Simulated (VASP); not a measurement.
# Cd2Si (Fmmm) in VASP: notebook

Cd2Si is run at these levels: LDA; tasks: single point.

All numbers are computed with VASP 6.6.1; they aren't measurements. Logs are shortened: lines on timing, memory, paths and dates and some standing lists are left out, and cuts for length are marked.

### Step 1. The cell of the first run

Symmetry: Fmmm, No. 69, orthorhombic system. Conventional cell: a = 3.481 Å, b = 4.723 Å, c = 14.189 Å, α = 90.00°, β = 90.00°, γ = 90.00°. Within 3.8 Å of Cd (site symmetry mm2) lie 4 Si at 2.88 to 3.29 Å and 10 Cd at 2.93 to 3.48 Å. Si (site symmetry mmm) has 8 Cd at 2.88 to 3.29 Å and 6 Si at 2.93 to 3.48 Å within 3.8 Å.

### Step 2. Single point, LDA

File INCAR:

```
SYSTEM = Cd2Si
  PREC = Accurate
  ENCUT = 520
  EDIFF = 1E-7
  ISMEAR = 0
  SIGMA = 0.05
  LREAL = .FALSE.
  LASPH = .TRUE.
  NELM = 100
  ALGO = Normal
  ISIF = 2
  LWAVE = .FALSE.
  LCHARG = .FALSE.
  GGA = CA
  NBANDS = 21
```

File KPOINTS:

```
regular mesh
0
G
  8 8 8
  0 0 0
```

File POSCAR:

```
Cd2Si
1.0
    0.0000000000      2.3613173000      7.0944219000
    1.7407272100      0.0000000000      7.0944219000
    1.7407272100      2.3613173000      0.0000000000
Cd Si
2 1
Direct
    0.3386310000      0.3386310000      0.6613690000
    0.6613690000      0.6613690000      0.3386310000
    0.0000000000      0.0000000000      0.0000000000
```

Potentials or basis: VASP PAW LDA potentials, release 64 (Cd, Si).

The run is started by

```bash
$ cat potpaw_LDA.64/Cd/POTCAR potpaw_LDA.64/Si/POTCAR > POTCAR
$ mpirun -np 1 vasp_std > vasp.out
```

OUTCAR:

```text
SYSTEM = Cd2Si
   PREC = Accurate
   ENCUT = 520
   EDIFF = 1E-7
   ISMEAR = 0
   LREAL = .FALSE.
   LASPH = .TRUE.
   NELM = 100
   ISIF = 2
   GGA = CA

 ion  position               nearest neighbor table
   1  0.339  0.339  0.661-   3 2.88   3 2.88   2 3.06   2 3.06   3 3.29   3 3.29   2 3.45   2 3.45

   2  0.661  0.661  0.339-   3 2.88   3 2.88   1 3.06   1 3.06   3 3.29   3 3.29   1 3.45   1 3.45

   3  0.000  0.000  0.000-   2 2.88   2 2.88   1 2.88   1 2.88   1 3.29   2 3.29   2 3.29   1 3.29

  LATTYP: Found a face centered orthorhombic cell.
 ALAT       =     3.4814544200
 B/A-ratio  =     1.3565119718
 C/A-ratio  =     4.0755506430

  Lattice vectors:

 A1 = (   0.0000000000,   2.3613173000,   7.0944219000)
 A2 = (   1.7407272100,   0.0000000000,   7.0944219000)
 A3 = (   1.7407272100,   2.3613173000,   0.0000000000)

Analysis of symmetry for initial positions (statically):
=====================================================================
 Subroutine PRICEL returns:
 Original cell was already a primitive cell.

 Routine SETGRP: Setting up the symmetry group for a
 face centered orthorhombic supercell.

 Subroutine GETGRP returns: Found  8 space group operations
 (whereof  8 operations were pure point group operations)
 out of a pool of  8 trial point group operations.

The static configuration has the point symmetry D_2h.

Analysis of symmetry for dynamics (positions and initial velocities):
=====================================================================
 Subroutine PRICEL returns:
 Original cell was already a primitive cell.

 Routine SETGRP: Setting up the symmetry group for a
 face centered orthorhombic supercell.

 Subroutine GETGRP returns: Found  8 space group operations
 (whereof  8 operations were pure point group operations)
 out of a pool of  8 trial point group operations.

The dynamic configuration has the point symmetry D_2h.

 Subroutine INISYM returns: Found  8 space group operations
 (whereof  8 operations are pure point group operations),
 and found     1 'primitive' translations

----------------------------------------------------------------------------------------

                                     Primitive cell

  volume of cell :      58.3220

  direct lattice vectors                    reciprocal lattice vectors
     0.000000000  2.361317300  7.094421900    -0.287236275  0.211746215  0.070477906
[... 87 lines left out ...]
   NELM   =    100;   NELMIN=  2; NELMDL= -5     # of ELM steps
   EDIFF  = 0.1E-06   stopping-criterion for ELM
   LREAL  =      F    real-space projection
   EDIFFG = 0.1E-05   stopping-criterion for IOM
   NSW    =      0    number of steps for IOM
   IBRION =     -1    ionic relax: 0-MD 1-quasi-New 2-CG
   NFREE  =      0    steps in history (QN), initial steepest desc. (CG)
   ISIF   =      2    stress and relaxation
   ISYM   =      2    0-nonsym 1-usesym 2-fastsym
   POTIM  = 0.5000    time-step for ionic-motion
   TEBEG  =    0.0;   TEEND  =   0.0 temperature during run
   PSTRESS=    0.0 pullay stress
   NELECT =      28.0000    total number of electrons
   NUPDOWN=      -1.0000    fix difference up-down
   EMIN   =  10.00;   EMAX   =-10.00  energy-range for DOS
   EFERMI =   0.00;   METHOD = LEGACY
   ISMEAR =     0;   SIGMA  =   0.05  broadening in eV -4-tet -1-fermi 0-gaus
   EFERMI_NEDOS =   21; number of points for ismear=-14 and -15
   IALGO  =     38    algorithm
   IMIX   =      4    mixing-type and parameters
     AMIX     =   0.40;   BMIX     =  1.00
     AMIX_MAG =   1.60;   BMIX_MAG =  1.00
  volume/ion in A,a.u.               =      19.44       131.19
  Fermi-wavevector in a.u.,A,eV,Ry     =   1.281888  2.422417 22.357602  1.643237
  Thomas-Fermi vector in A             =   2.414232
   LORBIT       =      0    0 simple, 1 ext, 2 COOP (PROOUT), +10 PAW based schemes
   GGA     = CA    functional components
   LHFCALC =     F    Hartree Fock is set to
   AEXX    =    0.0000 exact exchange contribution
   IVDW    =     0    specifies the selected vdW correction
   LEPSILON=     F    determine dielectric tensor
   LRPA    =     F    only Hartree local field effects (RPA)
 non-spin polarized calculation
 Gauss-broadening in eV      SIGMA  =   0.05
  energy-cutoff  :      520.00
  volume of cell :       58.32
 maximum number of plane-waves:      1599
   NGX = 27   NGY = 27   NGZ = 11

 number of electron      28.0000006 magnetization

 Free energy of the ion-electron system (eV)
  ---------------------------------------------------
  ext. energy  EPLUGINS =         0.00000000
  ---------------------------------------------------
  free energy    TOTEN  =        -7.90322423 eV

  energy without entropy =       -7.90191710  energy(sigma->0) =       -7.90257066

 E-fermi :   4.4819     XC(G=0): -11.3328

 val. band max:        4.4550190425   @ k =  -0.3750  -0.0000   0.1250
 cond. band min:       4.5002194751   @ k =  -0.3750   0.1250   0.5000
 fundamental gap:      0.0452004326
 Fermi energy:         4.4819150089

 k-point     1 :       0.0000    0.0000    0.0000
  band No.  band energies     occupation
      1      -6.5149      2.00000
      2      -5.3251      2.00000
      3      -5.3092      2.00000
      4      -5.1641      2.00000
      5      -5.0452      2.00000
      6      -4.5310      2.00000
[... 565 lines left out ...]
     20      12.1541      0.00000
     21      13.5675      0.00000

 [... further k-points ...]

------------------------ aborting loop because EDIFF is reached ----------------------------------------

  FORCE on cell =-STRESS in cart. coord.  units (eV):
  Direction    XX          YY          ZZ          XY          YZ          ZX
  --------------------------------------------------------------------------------------
  -------------------------------------------------------------------------------------
  Total        0.0380330     -0.4753960     -0.7182570      0.0000000      0.0000000      0.0000000
  in kB        1.0448141    -13.0597242    -19.7314226      0.0000000      0.0000000      0.0000000
  external PRESSURE =     -10.5821109 kB  Pullay stress =       0.0000000 kB

 VOLUME and BASIS-vectors are now :
 -----------------------------------------------------------------------------
  energy-cutoff  :      520.00
  volume of cell :       58.32
      direct lattice vectors                 reciprocal lattice vectors
     0.000000000  2.361317300  7.094421900    -0.287236275  0.211746215  0.070477906
     1.740727210  0.000000000  7.094421900     0.287236275 -0.211746215  0.070477906
     1.740727210  2.361317300  0.000000000     0.287236275  0.211746215 -0.070477906

 POSITION                                       TOTAL-FORCE (eV/Angst)
 -----------------------------------------------------------------------------------
      1.74073      2.36132      4.80478         0.000000      0.000000     -0.020506
      1.74073      2.36132      9.38406         0.000000      0.000000      0.020506
      0.00000      0.00000      0.00000        -0.000000     -0.000000      0.000000
 -----------------------------------------------------------------------------------
    total drift:                                0.000000      0.000000      0.000000

  FREE ENERGIE OF THE ION-ELECTRON SYSTEM (eV)
  ---------------------------------------------------
  free  energy   TOTEN  =        -7.9032242277 eV

  energy  without entropy=       -7.9019170965  energy(sigma->0) =       -7.90257066
```

OSZICAR:

```text
N       E                     dE             d eps       ncg     rms          rms(c)
DAV:   1     0.190583192204E+03    0.19058E+03   -0.14192E+04  3990   0.127E+03
DAV:   2    -0.293379386875E+01   -0.19352E+03   -0.18585E+03  4285   0.332E+02
DAV:   3    -0.849626386491E+01   -0.55625E+01   -0.55342E+01  4750   0.605E+01
DAV:   4    -0.851856054877E+01   -0.22297E-01   -0.22280E-01  4360   0.361E+00
DAV:   5    -0.851869836545E+01   -0.13782E-03   -0.13781E-03  4690   0.301E-01    0.604E+00
DAV:   6    -0.792271900414E+01    0.59598E+00   -0.23175E+00  4630   0.139E+01    0.566E+00
DAV:   7    -0.791417237525E+01    0.85466E-02   -0.12914E-01  4260   0.231E+00    0.329E+00
DAV:   8    -0.790362034211E+01    0.10552E-01   -0.14304E-02  4568   0.939E-01    0.153E-01
DAV:   9    -0.790322383511E+01    0.39651E-03   -0.13003E-03  4641   0.278E-01    0.825E-02
DAV:  10    -0.790322559917E+01   -0.17641E-05   -0.15639E-04  4490   0.761E-02    0.174E-02
DAV:  11    -0.790322418024E+01    0.14189E-05   -0.82245E-06  4445   0.197E-02    0.679E-03
DAV:  12    -0.790322422770E+01   -0.47462E-07   -0.79920E-07  4570   0.722E-03
   1 F= -.79032242E+01 E0= -.79025707E+01  d E =-.130713E-02
```

It took 1.8 min on 1 thread of Intel Xeon Platinum 8559C (Emerald Rapids), shared host; peak memory 0.27 GiB.

What came out:

```yaml
Free_energy: -7.9032 eV
Pressure: -1.1 GPa
Largest_force: 0.021 eV/Å
Band_gap_on_the_k_mesh: zero (band 14 reaches 7.37 eV, above the bottom of band 15 at 3.36 eV)
```

Forces on the atoms (eV/Å):
```
Cd   0.000  0.000 -0.021
Cd   0.000  0.000  0.021
Si   0.000  0.000  0.000
```

### Step 3. Single point, LDA

File INCAR:

```
SYSTEM = Cd2Si
PREC = Accurate
ENCUT = 520
EDIFF = 1E-6
ISMEAR = 0
SIGMA = 0.025
LREAL = .FALSE.
LASPH = .TRUE.
NELM = 80
ALGO = Fast
ISIF = 2
LWAVE = .FALSE.
LCHARG = .FALSE.
GGA = CA
NBANDS = 21
```

File KPOINTS:

```
Automatic mesh
0
G
  8 8 8
  0 0 0
```

POSCAR is that of step 2.

Potentials or basis: VASP PAW LDA potentials, release 64 (Cd, Si).

The run is started by

```bash
$ cat potpaw_LDA.64/Cd/POTCAR potpaw_LDA.64/Si/POTCAR > POTCAR
$ mpirun -np 1 vasp_std > vasp.out
```

It took 1.7 min on 1 thread of Intel Xeon Platinum 8559C (Emerald Rapids), shared host; peak memory 0.26 GiB.

The run converged. Its results:

```
Free energy            : -7.9028 eV
Pressure               : -1.1 GPa
Largest force          : 0.022 eV/Å
Band gap on the k mesh : zero (band 14 reaches 7.37 eV, above the bottom of band 15 at 3.36 eV)
```

Forces on the atoms (eV/Å):
```
Cd   0.000  0.000 -0.022
Cd   0.000  0.000  0.022
Si   0.000  0.000  0.000
```

Stress tensor (GPa, compression positive):
```
 0.09  0.00  0.00
 0.00 -1.30  0.00
 0.00  0.00 -2.00
```

Levels at points of the mesh, in eV from the Fermi level:
```tsv
k point	band 10	band 11	band 12	band 13	band 14	band 15	band 16	band 17	band 18	band 19
(0.00, 0.00, 0.00)	-8.56	-8.52	-7.03	-6.62	2.61	2.69	5.19	6.58	8.28	9.85
(0.50, 0.00, 0.00)	-8.44	-6.42	-4.72	-3.21	-2.03	0.06	0.58	4.37	4.70	5.55
(0.50, 0.50, 0.00)	-8.57	-8.55	-8.50	-3.38	-2.20	5.07	6.53	8.27	8.65	8.84
(0.50, 0.00, 0.50)	-8.08	-4.48	-3.77	0.14	0.42	0.59	0.71	0.79	3.53	3.72
(0.00, 0.50, 0.50)	-8.08	-4.47	-3.32	-1.41	-0.34	0.34	2.07	2.97	3.10	5.40
```

### Step 4. Single point, LDA

File INCAR:

```
SYSTEM = Cd2Si
ALGO     = Normal         ! electronic algorithm
EDIFF    = 1E-6           ! SCF threshold, eV
ENCUT    = 520            ! plane-wave cutoff, eV
GGA      = CA             ! functional
ISIF     = 2              ! what is computed and relaxed
ISMEAR   = 0              ! smearing method
LASPH    = .True.         ! aspherical terms in the spheres
LCHARG   = .False.        ! write CHGCAR
LREAL    = .False.        ! projectors in reciprocal space
LWAVE    = .False.        ! write WAVECAR
NBANDS   = 21             ! bands
NELM     = 80             ! most SCF steps
PREC     = Accurate       ! precision mode
SIGMA    = 0.01           ! smearing width, eV
```

File KPOINTS:

```
k-points
0
Gamma
  8 8 8
  0 0 0
```

POSCAR is that of step 3.

The run is started by

```bash
$ cat potpaw_LDA.64/Cd/POTCAR potpaw_LDA.64/Si/POTCAR > POTCAR
$ mpirun -np 1 vasp_std > vasp.out
```

Wall time 99 s (1 thread of Intel Xeon Platinum 8559C (Emerald Rapids), shared host); peak memory 0.27 GiB.

The run converged. Its results:

* Free energy: -7.9028 eV
* Pressure: -1.0 GPa
* Largest force: 0.020 eV/Å
* Band gap on the k mesh: zero (band 14 reaches 7.37 eV, above the bottom of band 15 at 3.36 eV)

Forces on the atoms (eV/Å):
```
Cd   0.000  0.000 -0.020
Cd   0.000  0.000  0.020
Si   0.000  0.000  0.000
```

Stress tensor (GPa, compression positive):
```
 0.10  0.00  0.00
 0.00 -1.25  0.00
 0.00  0.00 -1.97
```

Levels at points of the mesh, in eV from the Fermi level:
| k point | band 11 | band 12 | band 13 | band 14 | band 15 | band 16 | band 17 | band 18 |
| --- | --- | --- | --- | --- | --- | --- | --- | --- |
| (0.00, 0.00, 0.00) | -8.53 | -7.04 | -6.63 | 2.60 | 2.68 | 5.18 | 6.57 | 8.27 |
| (0.50, 0.00, 0.00) | -6.42 | -4.73 | -3.22 | -2.03 | 0.05 | 0.57 | 4.36 | 4.69 |
| (0.50, 0.50, 0.00) | -8.56 | -8.51 | -3.39 | -2.21 | 5.06 | 6.52 | 8.27 | 8.64 |
| (0.50, 0.00, 0.50) | -4.49 | -3.78 | 0.13 | 0.41 | 0.58 | 0.70 | 0.78 | 3.52 |
| (0.00, 0.50, 0.50) | -4.48 | -3.33 | -1.42 | -0.35 | 0.33 | 2.06 | 2.96 | 3.09 |

### Step 5. The runs side by side

```tsv
smearing	gap on the mesh (eV)	pressure (GPa)	largest force (eV/Å)
gaussian 0.05 eV	none	-1.1	0.02
gaussian 0.025 eV	none	-1.1	0.02
gaussian 0.01 eV	none	-1.0	0.02
```

Alike in all rows: task single point; level LDA; potentials or basis VASP PAW LDA potentials, release 64 (Cd, Si); no spin polarisation; cell as given; k mesh 8 × 8 × 8; cutoff (eV) 520.

Every run on the cell as given and a fine mesh finds a metal.

Total energies depend on the potentials used, so only differences within one code and one set of settings carry meaning.
